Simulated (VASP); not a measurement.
MgB2: vibrations by perturbation theory with PBEsol

Crystal: MgB2.

```
CELL_PARAMETERS angstrom
3.06422 0.00000 0.00000
-1.53211 2.65369 0.00000
0.00000 0.00000 3.49849
ATOMIC_POSITIONS crystal
Mg 0.00000 0.00000 0.00000
B 0.33333 0.66667 0.50000
B 0.66667 0.33333 0.50000
```

* Program: VASP 6.6.1
* Task: vibrations by perturbation theory
* Functional: PBEsol
* Potentials or basis: VASP PAW PBE potentials, release 64 (Mg, B)
* Cutoff: 520 eV
* k mesh: 15 × 15 × 12
* Occupations: fermi-dirac, width 0.15 eV
* Spin: no spin polarisation
* Dipole correction: no
* Further INCAR settings: ALGO = Normal; EDIFF = 1e-08; NBANDS = 11; IBRION = 8; NSW = 1

```json
{
 "Highest phonon frequency at Γ": "691 cm⁻¹"
}
```

Phonon frequencies in cm⁻¹ (negative: imaginary):
| q point | frequencies |
| --- | --- |
| (0.000, 0.000, 0.000) | 0 0 0 342 342 410 613 613 691 |

It took 6.9 min on 1 thread of AMD EPYC 7R13 Processor (Zen 3), with other jobs on the host, peak memory 0.68 GiB.
